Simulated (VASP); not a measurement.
A run of VASP 6.6.1:

File INCAR:

```
SYSTEM = BaTe
ALGO = Normal ; EDIFF = 1E-8
ENCUT = 500 ; GGA = PE
GGA_COMPAT = .False. ; IBRION = 8
ISIF = 2 ; ISMEAR = 0
LASPH = .True. ; LCHARG = .False.
LREAL = .False. ; LWAVE = .False.
NELM = 120 ; NSW = 1
PREC = Accurate ; SIGMA = 0.05
```

The input KPOINTS:

```
k-points
0
Gamma
  8 8 8
  0 0 0
```

POSCAR

```
BaTe
1.0
    0.0000000000      3.5322559256      3.5322559256
    3.5322559256      0.0000000000      3.5322559256
    3.5322559256      3.5322559256      0.0000000000
Ba Te
1 1
Direct
    0.0000000000      0.0000000000      0.0000000000
    0.5000000000      0.5000000000      0.5000000000
```

Potentials or basis: VASP PAW PBE potentials, release 64 (Ba_sv, Te).

The run is started by

```sh
$ cat potpaw_PBE.64/Ba_sv/POTCAR potpaw_PBE.64/Te/POTCAR > POTCAR
$ mpirun -np 1 vasp_std > vasp.out
```

Hardware: 1 thread of Intel(R) Xeon(R) Platinum 8259CL CPU @ 2.50GHz (Skylake/Cascade Lake) (shared host).

**Question.** How long does it take, and how much memory?

**Answer.** It took 3.3 min on 1 thread of Intel(R) Xeon(R) Platinum 8259CL CPU @ 2.50GHz (Skylake/Cascade Lake), on a shared host, peak memory 0.35 GiB. Counts: scf iterations 47, k points 29.
